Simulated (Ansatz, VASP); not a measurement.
# TePb in VASP and in Ansatz

```
Te Pb
1.0
     0.00000    3.26786    3.26786
     3.26786    0.00000    3.26786
     3.26786    3.26786    0.00000
Te Pb
1 1
Direct
  0.50000 0.50000 0.50000
  0.00000 0.00000 0.00000
```

Alike in both runs: task single point; functional PBEsol; k mesh 6 × 6 × 6; occupations methfessel-paxton of order 1, width 0.5 eV; no spin polarisation.

```csv
,VASP,Ansatz
version,VASP 6.6.1,Ansatz 0.2.0
potentials or method,"VASP PAW PBE potentials, release 64 (Te, Pb_d)",plane waves
plane-wave cutoff (eV),520,420
valence electrons in the cell,20,30
```

VASP gave:

| Property | Result |
| --- | --- |
| pressure (GPa) | -1.9 |

**Question.** Estimate Ansatz's values.

**Answer.** Pressure (GPa): -1.8.

VASP's potentials were made for PBE, not for PBEsol. VASP's potentials hold 20 valence electrons a cell and Ansatz's 30, so a difference there can come from the potentials and not from the codes.

Neither program's run includes spin-orbit coupling.
